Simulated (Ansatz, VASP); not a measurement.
One calculation of K3Ba, two programs

```
CELL_PARAMETERS angstrom
6.56290 0.00000 0.00000
0.00000 6.56290 0.00000
0.00000 0.00000 6.56290
ATOMIC_POSITIONS crystal
K 0.00000 0.50000 0.50000
K 0.50000 0.00000 0.50000
K 0.50000 0.50000 0.00000
Ba 0.00000 0.00762 0.00000
```

Alike in both runs: task single point; functional LDA; k mesh 4 × 4 × 4; occupations gaussian, width 0.1 eV; no spin polarisation.

|  | VASP | Ansatz |
| --- | --- | --- |
| version | VASP 6.6.1 | Ansatz 0.2.0 |
| potentials or method | VASP PAW LDA potentials, release 64 (K_sv, Ba_sv), cutoff 500 eV | plane waves, PAW |
| valence electrons in the cell | 37 | 37 |

```csv
,VASP,Ansatz,Ansatz less VASP
rms of the force components (eV/Å),0.014,0.014,0.0000
```

LDA's correlation is that of Perdew and Zunger in VASP and of Perdew and Wang (1992) in Ansatz. Atom by atom the forces differ by 0.000 eV/Å (rms over components).

Spin-orbit coupling is off throughout.
